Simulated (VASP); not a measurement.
GaN:

```
CELL_PARAMETERS angstrom
3.22185 0.00000 0.00000
-1.61092 2.79020 0.00000
0.00000 0.00000 5.23398
ATOMIC_POSITIONS crystal
Ga 0.66667 0.33333 0.50000
Ga 0.33333 0.66667 0.00000
N 0.66667 0.33333 0.87500
N 0.33333 0.66667 0.37500
```

Base run:

```yaml
Program: VASP 6.6.1
Functional: revPBE
Potentials_or_basis: VASP PAW PBE potentials, release 64 (Ga_d, N)
Cutoff: 520 eV
k_mesh: 10 × 10 × 5
Occupations: fermi-dirac, width 0.05 eV
Spin: no spin polarisation
```

Its results: band gap on the k mesh 1.75 eV, direct; pressure 2.7 GPa; largest force 0.127 eV/Å.

Question: The run is repeated on the same cell with these changes: dispersion from none to D4. What comes out?

Answer: Band gap on the k mesh 1.75 eV, direct; pressure -8.0 GPa; largest force 0.115 eV/Å.

Dispersion adds attraction, which lowers the pressure at fixed volume and, as a term added to the energy, leaves the levels alone.

Caveats: the PAW data sets were made with another functional, which shifts forces and pressure a little.

